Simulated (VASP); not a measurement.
# Tl in VASP: single point with PBE

Aim: the single point of Tl with PBE.

Everything below comes from runs of VASP 6.6.1. Logs are shortened: lines on timing, memory, paths and dates and some standing lists are left out, and cuts for length are marked.

## (1) The cell of the first run

The cell holds a slab with vacuum, 8 atoms: a = 3.612 Å, b = 5.565 Å, c = 26.471 Å, α = 90.00°, β = 90.00°, γ = 90.00°.

## (2) Single point, PBE

INCAR reads:

```
SYSTEM = Tl
ALGO = Normal
DIPOL = 0.5 0.5 0.500
EDIFF = 1E-7
ENCUT = 520
GGA = PE
IDIPOL = 3
ISIF = 2
ISMEAR = 0
LASPH = .TRUE.
LCHARG = .FALSE.
LDIPOL = .TRUE.
LREAL = .FALSE.
LWAVE = .FALSE.
NBANDS = 62
NELM = 100
PREC = Accurate
SIGMA = 0.1
```

KPOINTS reads:

```
k-points
0
G
  10 6 1
  0 0 0
```

POSCAR reads:

```
Tl
1.0
    3.6124296579      0.0000000000      0.0000000000
    0.0000000000      5.5652678490      0.0000000000
    0.0000000000      0.0000000000     26.4710047949
Tl
8
Direct
    0.0000000000      0.7500000000      0.2919377870
    0.0000000000      0.2500000000      0.3587546725
    0.5000000000      0.7500000000      0.4054192043
    0.5000000000      0.2500000000      0.4798604007
    0.0000000000      0.7500000000      0.5201395533
    0.0000000000      0.2500000000      0.5945808495
    0.5000000000      0.7500000000      0.6412453681
    0.5000000000      0.2500000000      0.7080621646
```

Potentials or basis: VASP PAW PBE potentials, release 64 (Tl_d).

Started as:

```sh
$ cat potpaw_PBE.64/Tl_d/POTCAR > POTCAR
$ mpirun -np 1 vasp_std > vasp.out
```

OUTCAR:

```text
SYSTEM = Tl
   EDIFF = 1E-7
   ENCUT = 520
   GGA = PE
   ISIF = 2
   ISMEAR = 0
   LASPH = .TRUE.
   LREAL = .FALSE.
   NELM = 100
   PREC = Accurate

 ion  position               nearest neighbor table
   1  0.000  0.750  0.292-   2 3.30   2 3.30   3 3.51   3 3.51
   2  0.000  0.250  0.359-   1 3.30   1 3.30   3 3.54   3 3.54   3 3.54   3 3.54   4 3.68   4 3.68

   3  0.500  0.750  0.405-   4 3.41   4 3.41   1 3.51   1 3.51   5 3.53   5 3.53   2 3.54   2 3.54
                             2 3.54   2 3.54
   4  0.500  0.250  0.480-   3 3.41   3 3.41   5 3.48   5 3.48   5 3.48   5 3.48   6 3.53   6 3.53
                             2 3.68   2 3.68
   5  0.000  0.750  0.520-   6 3.41   6 3.41   4 3.48   4 3.48   4 3.48   4 3.48   3 3.53   3 3.53
                             7 3.68   7 3.68
   6  0.000  0.250  0.595-   5 3.41   5 3.41   8 3.51   8 3.51   4 3.53   4 3.53   7 3.54   7 3.54
                             7 3.54   7 3.54
   7  0.500  0.750  0.641-   8 3.30   8 3.30   6 3.54   6 3.54   6 3.54   6 3.54   5 3.68   5 3.68

   8  0.500  0.250  0.708-   7 3.30   7 3.30   6 3.51   6 3.51

  LATTYP: Found a simple orthorhombic cell.
 ALAT       =     3.6124296579
 B/A-ratio  =     1.5405885722
 C/A-ratio  =     7.3277564691

  Lattice vectors:

 A1 = (   3.6124296579,   0.0000000000,   0.0000000000)
 A2 = (   0.0000000000,   5.5652678490,   0.0000000000)
 A3 = (   0.0000000000,   0.0000000000,  26.4710047949)

Analysis of symmetry for initial positions (statically):
=====================================================================
 Subroutine PRICEL returns:
 Original cell was already a primitive cell.

 Routine SETGRP: Setting up the symmetry group for a
 simple orthorhombic supercell.

 Subroutine GETGRP returns: Found  8 space group operations
 (whereof  2 operations were pure point group operations)
 out of a pool of  8 trial point group operations.

The static configuration has the point symmetry C_1h.
 The point group associated with its full space group is D_2h.

Analysis of symmetry for dynamics (positions and initial velocities):
=====================================================================
 Subroutine PRICEL returns:
 Original cell was already a primitive cell.

 Routine SETGRP: Setting up the symmetry group for a
 simple orthorhombic supercell.

 Subroutine GETGRP returns: Found  8 space group operations
 (whereof  2 operations were pure point group operations)
 out of a pool of  8 trial point group operations.

The dynamic configuration has the point symmetry C_1h.
 The point group associated with its full space group is D_2h.

 Subroutine INISYM returns: Found  8 space group operations
 (whereof  2 operations are pure point group operations),
 and found     1 'primitive' translations

----------------------------------------------------------------------------------------

                                     Primitive cell

  volume of cell :     532.1768

  direct lattice vectors                    reciprocal lattice vectors
     3.612429658  0.000000000  0.000000000     0.276821999  0.000000000  0.000000000
     0.000000000  5.565267849  0.000000000     0.000000000  0.179685871  0.000000000
     0.000000000  0.000000000 26.471004795     0.000000000  0.000000000  0.037777183

  length of vectors
     3.612429658  5.565267849 26.471004795     0.276821999  0.179685871  0.037777183

  position of ions in fractional coordinates (direct lattice)
     0.000000000  0.750000000  0.291937787
     0.000000000  0.250000000  0.358754672
     0.500000000  0.750000000  0.405419204
     0.500000000  0.250000000  0.479860401
     0.000000000  0.750000000  0.520139553
     0.000000000  0.250000000  0.594580849
     0.500000000  0.750000000  0.641245368
     0.500000000  0.250000000  0.708062165

  ion indices of the primitive-cell ions
   primitive index   ion index
                 1           1
                 2           2
                 3           3
                 4           4
                 5           5
                 6           6
                 7           7
                 8           8

----------------------------------------------------------------------------------------

 KPOINTS: k-points

Automatic generation of k-mesh.
 Grid dimensions read from file:
 generate k-points for:   10    6    1

 Generating k-lattice:

  Cartesian coordinates                     Fractional coordinates (reciprocal lattice)
     0.027682200  0.000000000  0.000000000     0.100000000  0.000000000  0.000000000
     0.000000000  0.029947645  0.000000000     0.000000000  0.166666667  0.000000000
     0.000000000  0.000000000  0.037777183     0.000000000  0.000000000  1.000000000

  Length of vectors
     0.027682200  0.029947645  0.037777183

  Shift w.r.t. Gamma in fractional coordinates (k-lattice)
     0.000000000  0.000000000  0.000000000

 Subroutine IBZKPT returns following result:
 ===========================================

 Found     24 irreducible k-points:

 Following reciprocal coordinates:
            Coordinates               Weight
  0.000000  0.000000  0.000000      1.000000
  0.100000  0.000000  0.000000      2.000000
  0.200000  0.000000  0.000000      2.000000
  0.300000  0.000000  0.000000      2.000000
  0.400000  0.000000  0.000000      2.000000
  0.500000  0.000000  0.000000      1.000000
[... 16 lines left out ...]
  0.400000  0.500000  0.000000      2.000000
  0.500000  0.500000  0.000000      1.000000
   k-points           NKPTS =     24   k-points in BZ     NKDIM =     24   number of bands    NBANDS=     62
   number of dos      NEDOS =    301   number of ions     NIONS =      8
   total plane-waves  NPLWV = 235200
   dimension x,y,z NGX =    28 NGY =   42 NGZ =  200
   dimension x,y,z NGXF=    56 NGYF=   84 NGZF=  400
   ions per type =               8
   NGX,Y,Z   is equivalent  to a cutoff of  12.89, 12.55, 12.56 a.u.
   NGXF,Y,Z  is equivalent  to a cutoff of  25.77, 25.09, 25.12 a.u.
 SYSTEM =  Tl
   PREC   = accura    normal or accurate (medium, high low for compatibility)
   ISTART =      0    job   : 0-new  1-cont  2-samecut
   ICHARG =      2    charge: 1-file 2-atom 10-const
   ISPIN  =      1    spin polarized calculation?
   LNONCOLLINEAR =      F non collinear calculations
   LSORBIT =      F    spin-orbit coupling
   LASPH  =      T    aspherical Exc in radial PAW
   ENCUT  =  520.0 eV  38.22 Ry    6.18 a.u.   6.72 10.35 49.22*2*pi/ulx,y,z
   NELM   =    100;   NELMIN=  2; NELMDL= -5     # of ELM steps
   EDIFF  = 0.1E-06   stopping-criterion for ELM
   LREAL  =      F    real-space projection
   EDIFFG = 0.1E-05   stopping-criterion for IOM
   NSW    =      0    number of steps for IOM
   IBRION =     -1    ionic relax: 0-MD 1-quasi-New 2-CG
   NFREE  =      0    steps in history (QN), initial steepest desc. (CG)
   ISIF   =      2    stress and relaxation
   ISYM   =      2    0-nonsym 1-usesym 2-fastsym
   POTIM  = 0.5000    time-step for ionic-motion
   TEBEG  =    0.0;   TEEND  =   0.0 temperature during run
   PSTRESS=    0.0 pullay stress
   NELECT =     104.0000    total number of electrons
   NUPDOWN=      -1.0000    fix difference up-down
   EMIN   =  10.00;   EMAX   =-10.00  energy-range for DOS
   EFERMI =   0.00;   METHOD = LEGACY
   ISMEAR =     0;   SIGMA  =   0.10  broadening in eV -4-tet -1-fermi 0-gaus
   EFERMI_NEDOS =   21; number of points for ismear=-14 and -15
   IALGO  =     38    algorithm
   IMIX   =      4    mixing-type and parameters
     AMIX     =   0.40;   BMIX     =  1.00
     AMIX_MAG =   1.60;   BMIX_MAG =  1.00
  volume/ion in A,a.u.               =      66.52       448.91
  Fermi-wavevector in a.u.,A,eV,Ry     =   0.950023  1.795283 12.279845  0.902543
  Thomas-Fermi vector in A             =   2.078361
   LORBIT       =      0    0 simple, 1 ext, 2 COOP (PROOUT), +10 PAW based schemes
   GGA     = PE    functional components
   LHFCALC =     F    Hartree Fock is set to
   AEXX    =    0.0000 exact exchange contribution
   IVDW    =     0    specifies the selected vdW correction
   LEPSILON=     F    determine dielectric tensor
   LRPA    =     F    only Hartree local field effects (RPA)
 non-spin polarized calculation
 Gauss-broadening in eV      SIGMA  =   0.10
  energy-cutoff  :      520.00
  volume of cell :      532.18
 maximum number of plane-waves:     14376
 NGX is ok and might be reduce to    28
   NGX = 13   NGY = 21   NGZ = 99

 dipolmoment           0.000000      0.000000     -0.000000 electrons x Angstroem

 number of electron     103.9999998 magnetization

 dipolmoment           0.000000      0.000000      0.000000 electrons x Angstroem

 Free energy of the ion-electron system (eV)
  ---------------------------------------------------
  ext. energy  EPLUGINS =         0.00000000
  ---------------------------------------------------
  free energy    TOTEN  =       -16.90809482 eV

  energy without entropy =      -16.88682784  energy(sigma->0) =      -16.89746133

 E-fermi :   0.8561     XC(G=0):  -5.2044

 val. band max:        0.8443469278   @ k =   0.1000   0.5000   0.0000
 cond. band min:       0.9021421326   @ k =   0.4000   0.0000   0.0000
 fundamental gap:      0.0577952047
 Fermi energy:         0.8560608619

 k-point     1 :       0.0000    0.0000    0.0000
  band No.  band energies     occupation
      1     -10.9983      2.00000
      2     -10.9955      2.00000
      3     -10.9198      2.00000
      4     -10.9154      2.00000
      5     -10.8675      2.00000
      6     -10.8531      2.00000
[... 54 lines left out ...]
     61       4.7591      0.00000
     62       4.7775      0.00000

 k-point     2 :       0.1000    0.0000    0.0000
  band No.  band energies     occupation
      1     -10.9702      2.00000
      2     -10.9679      2.00000
      3     -10.9187      2.00000
      4     -10.9140      2.00000
      5     -10.8621      2.00000
      6     -10.8544      2.00000
[... 54 lines left out ...]
     61       4.1592      0.00000
     62       4.8576      0.00000

 k-point     3 :       0.2000    0.0000    0.0000
  band No.  band energies     occupation
      1     -10.9160      2.00000
      2     -10.9103      2.00000
      3     -10.9020      2.00000
      4     -10.9020      2.00000
      5     -10.8602      2.00000
      6     -10.8560      2.00000
[... 1354 lines left out ...]
     61       4.5215      0.00000
     62       4.5215      0.00000

 k-point    24 :       0.5000    0.5000    0.0000
  band No.  band energies     occupation
      1     -10.9369      2.00000
      2     -10.9369      2.00000
      3     -10.9108      2.00000
      4     -10.9107      2.00000
      5     -10.8924      2.00000
      6     -10.8924      2.00000
[... 54 lines left out ...]
     61       4.3663      0.00000
     62       4.3663      0.00000

------------------------ aborting loop because EDIFF is reached ----------------------------------------

 vacuum level on the upper side and lower side of the slab       (xc-potential included)        -0.068        -0.068

  FORCE on cell =-STRESS in cart. coord.  units (eV):
  Direction    XX          YY          ZZ          XY          YZ          ZX
  --------------------------------------------------------------------------------------
  -------------------------------------------------------------------------------------
  Total       -2.5419191     -0.1391526     -0.0760865     -0.0000000      0.0000000      0.0000000
  in kB       -7.6527302     -0.4189344     -0.2290669     -0.0000000      0.0000000      0.0000000
  external PRESSURE =      -2.7669105 kB  Pullay stress =       0.0000000 kB

 VOLUME and BASIS-vectors are now :
 -----------------------------------------------------------------------------
  energy-cutoff  :      520.00
  volume of cell :      532.18
      direct lattice vectors                 reciprocal lattice vectors
     3.612429658  0.000000000  0.000000000     0.276821999  0.000000000  0.000000000
     0.000000000  5.565267849  0.000000000     0.000000000  0.179685871  0.000000000
     0.000000000  0.000000000 26.471004795     0.000000000  0.000000000  0.037777183

 POSITION                                       TOTAL-FORCE (eV/Angst)
 -----------------------------------------------------------------------------------
      0.00000      4.17395      7.72789        -0.000000     -0.000000     -0.002535
      0.00000      1.39132      9.49660        -0.000000     -0.000000     -0.000581
      1.80621      4.17395     10.73185         0.000000      0.000000     -0.000782
      1.80621      1.39132     12.70239        -0.000000     -0.000000      0.001141
      0.00000      4.17395     13.76862        -0.000000      0.000000     -0.001141
      0.00000      1.39132     15.73915        -0.000000     -0.000000      0.000782
      1.80621      4.17395     16.97441         0.000000     -0.000000      0.000581
      1.80621      1.39132     18.74312        -0.000000     -0.000000      0.002535
 -----------------------------------------------------------------------------------
    total drift:                                0.000000      0.000000     -0.000171

  FREE ENERGIE OF THE ION-ELECTRON SYSTEM (eV)
  ---------------------------------------------------
  free  energy   TOTEN  =       -16.9080948234 eV

  energy  without entropy=      -16.8868278440  energy(sigma->0) =      -16.89746133

 vacuum level on the upper side and lower side of the slab         4.295         4.295
```

It took 35 min on 1 thread of Intel Xeon 8259CL, shared host; peak memory 0.84 GiB.

What came out:

```yaml
Free_energy: -16.9081 eV
Band_gap_on_the_k_mesh: zero (bands 52 and 53 overlap by 1.07 eV)
```

Forces in eV/Å, atoms in the order of the input:
```
Tl   0.000  0.000 -0.003
Tl   0.000  0.000 -0.001
Tl   0.000  0.000 -0.001
Tl   0.000  0.000  0.001
Tl   0.000  0.000 -0.001
Tl   0.000  0.000  0.001
Tl   0.000  0.000  0.001
Tl   0.000  0.000  0.003
```

Caveat: spin-orbit coupling is left out, which moves the levels of the heavy elements.

The gap in the log of VASP goes by the Fermi energy; the results here count the filled bands.